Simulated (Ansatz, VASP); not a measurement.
# Two plane-wave programs on Fe

```
Fe
1.0
    -1.24384    1.24384    3.66529
     1.24384   -1.24384    3.66529
     1.24384    1.24384   -3.66529
Fe
2
Direct
  0.85139 0.85139 0.00000
  0.14861 0.14861 0.00000
```

Alike in both runs: task relaxation of cell and atoms; functional PBE; k mesh 10 × 10 × 10; occupations gaussian, width 0.1 eV; no spin polarisation.

```csv
,VASP,Ansatz
version,VASP 6.6.1,Ansatz 0.2.0
potentials or method,"VASP PAW PBE potentials, release 64 (Fe), cutoff 600 eV","scalar-relativistic, plane waves, PAW"
valence electrons in the cell,16,32
```

```tsv
	VASP	Ansatz	Ansatz less VASP
gap on the k mesh at the Fermi level, each at its own relaxed structure (eV)	none	none	-
relaxed volume (Å³/atom)	11.30	11.34	+0.043
relaxed cell length with the largest relative difference (Å)	4.059	4.066	+0.0069
```

A gap of «none» marks a metal or a gap that the smearing closes. VASP's potentials hold 16 valence electrons a cell and Ansatz's 32, so a difference there can come from the potentials and not from the codes.
